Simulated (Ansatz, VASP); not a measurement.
## One calculation of Co, two programs

POSCAR

```
Co
1.0
    2.5045299482      0.0000000000      0.0000000000
   -1.2522649741      2.1689865596      0.0000000000
    0.0000000000      0.0000000000      4.0740599388
Co
2
Direct
    0.6666666667      0.3333333333      0.7500000000
    0.3333333333      0.6666666667      0.2500000000
```

File INCAR.step1:

```
SYSTEM = Co
ALGO = Normal
EDIFF = 1E-5
ENCUT = 520
GGA = PE
ISIF = 2
ISMEAR = -1
ISPIN = 2
LASPH = .TRUE.
LCHARG = .FALSE.
LMAXMIX = 4
LORBIT = 11
LREAL = .FALSE.
LWAVE = .TRUE.
MAGMOM = 2 2
NBANDS = 20
NELM = 150
PREC = Accurate
SIGMA = 0.05
```

INCAR.step2

```
SYSTEM = Co
AEXX = 0.2
AGGAC = 0.81
AGGAX = 0.72
ALDAC = 0.19
ALGO = Normal
EDIFF = 1E-7
ENCUT = 520
GGA = B5
ISIF = 2
ISMEAR = -1
ISPIN = 2
ISTART = 1
LASPH = .TRUE.
LCHARG = .FALSE.
LHFCALC = .TRUE.
LMAXMIX = 4
LORBIT = 11
LREAL = .FALSE.
LWAVE = .FALSE.
MAGMOM = 2 2
NBANDS = 20
NELM = 150
PREC = Accurate
PRECFOCK = Normal
SIGMA = 0.05
```

The input KPOINTS:

```
k-points
0
G
  6 6 4
  0 0 0
```

The input input.yaml:

```yaml
crystal:
  lattice:
    - [2.5045299482, 0.0, 0.0]
    - [-1.2522649741, 2.1689865596, 0.0]
    - [0.0, 0.0, 4.0740599388]
  atoms:
    - { symbol: Co, position: [0.6666666667, 0.3333333333, 0.75], spin: 2.0 }
    - { symbol: Co, position: [0.3333333333, 0.6666666667, 0.25], spin: 2.0 }
hamiltonian:
  xc: b3lyp5
  pseudopotentials: { kind: paw }
magnetization:
  spin_polarized: true
kpoints:
  mp_grid: { grid: [6, 6, 4] }
scf:
  occupations: { method: fermi_dirac, width: 0.05 }
output:
  forces: true
  stress: true
  eigenvalues: true
  write_density: true
  write_potential: true
  elf: true
  volumetric_format: npy
```

Alike in both runs: task single point; functional B3LYP5; k mesh 6 × 6 × 4; occupations fermi-dirac, width 0.05 eV; collinear spin.

```csv
,VASP,Ansatz
version,VASP 6.6.1,Ansatz 0.2.0
potentials or method,"VASP PAW PBE potentials, release 64 (Co)",Ansatz PAW
plane-wave cutoff (eV),520,420
valence electrons in the cell,18,34
```

```tsv
	VASP	Ansatz	Ansatz less VASP
gap on the k mesh at the Fermi level (eV)	none	none	-
pressure (GPa)	-0.6	-0.5	+0.05
traceless stress, the component that is largest in VASP (GPa)	5.39	5.34	-0.045
net moment per atom (μB)	1.76	1.76	0.000
size of the moment on the site where the two differ most (μB)	1.81	1.93	+0.112
```

VASP's potentials were made for PBE, not for B3LYP5. Site moments also hang on the region over which each program counts them. A gap of «none» marks a metal or a gap that the smearing closes. The functional is the same, so the differences come from potentials, cutoffs and numerics. VASP's potentials hold 18 valence electrons a cell and Ansatz's 34, so a difference there can come from the potentials and not from the codes.

The k mesh is coarse, so the values compare programs but aren't converged. Noted on Ansatz's run: the magnetic or orbital state may not be the lowest.
